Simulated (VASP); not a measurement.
BAs: single point with LDA

Crystal: BAs.

```
B As
1.0
     0.00000    2.41239    2.38850
     2.41239    0.00000    2.38850
     2.41239    2.41239    0.00000
B As
1 1
Direct
  0.00000 0.00000 0.00000
  0.75000 0.75000 0.75000
```

This cell differs from its parent crystal: equal xx and yy strain of +1 %.

```
Program                : VASP 6.6.1
Task                   : single point
Functional             : LDA
Potentials or basis    : VASP PAW LDA potentials, release 64 (B, As)
Cutoff                 : 520 eV
k mesh                 : 15 × 15 × 15
Occupations            : fermi-dirac, width 0.03 eV
Spin                   : no spin polarisation
Dipole correction      : no
Further INCAR settings : ALGO = Normal; EDIFF = 1e-06; NBANDS = 11
```

* Pressure: -5.7 GPa
* Band gap on the k mesh: 0.99 eV, indirect (least direct gap 3.12 eV)

Stress tensor (GPa, compression positive):
```
-6.32  0.00  0.00
 0.00 -6.32  0.00
 0.00  0.00 -4.32
```

Levels at points of the mesh, in eV from the valence-band top:
| k point | band 1 | band 2 | band 3 | band 4 | band 5 | band 6 | band 7 | band 8 |
| --- | --- | --- | --- | --- | --- | --- | --- | --- |
| (0.00, 0.00, 0.00) | -15.26 | -0.09 | -0.09 | 0.00 | 3.12 | 3.18 | 3.18 | 4.38 |

It used 65 s of CPU time on 1 thread of Intel Xeon 6975P-C (shared host).

Caveat: the cell differs from its parent crystal (equal xx and yy strain of +1 %). A k mesh can miss the band edges.
